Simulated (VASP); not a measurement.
Runs of VASP 6.6.1 on Cd3TeSe2. The structure is that of space group P6/mmm (No. 191), or close to it. The cells are those of the table. 

```csv
task,cell,k mesh,cutoff (eV),gap on the mesh (eV),pressure (GPa),relaxed volume (Å³/atom)
relaxation of cell and atoms,"relaxed from a = 6.286, b = 6.286, c = 4.877 Å, angles 90.0, 90.0, 120.0°, 6 atoms",6 × 6 × 8,600,none,0.0,28.40
single point,"a = 7.271, b = 7.271, c = 3.696 Å, angles 90.0, 90.0, 120.0°, 6 atoms",6 × 6 × 10,520,none,0.2,-
single point,"a = 6.286, b = 6.286, c = 4.877 Å, angles 90.0, 90.0, 120.0°, 6 atoms",3 × 3 × 4,520,none,(a),-
single point,"a = 7.305, b = 7.305, c = 3.674 Å, angles 90.0, 90.0, 120.0°, 6 atoms",6 × 6 × 8,520,none,0.2,-
relaxation of cell and atoms,"relaxed from a = 7.305, b = 7.305, c = 3.674 Å, angles 90.0, 90.0, 120.0°, 6 atoms",6 × 6 × 10,600,none,0.0,28.35
```

Alike in all rows: level PBE; potentials or basis VASP PAW PBE potentials, release 64 (Cd, Te, Se); no spin polarisation; smearing gaussian 0.1 eV.

Task: Estimate the missing entries.

Result: (a) -2.4.

Caveats: some runs use coarse meshes; spin-orbit coupling is left out, which moves the levels of the heavy elements.

A k mesh can miss the band edges, and the runs leave out spin-orbit coupling on Cd, Se, Te.

A gap of «none» marks levels without a gap at the run's occupations.
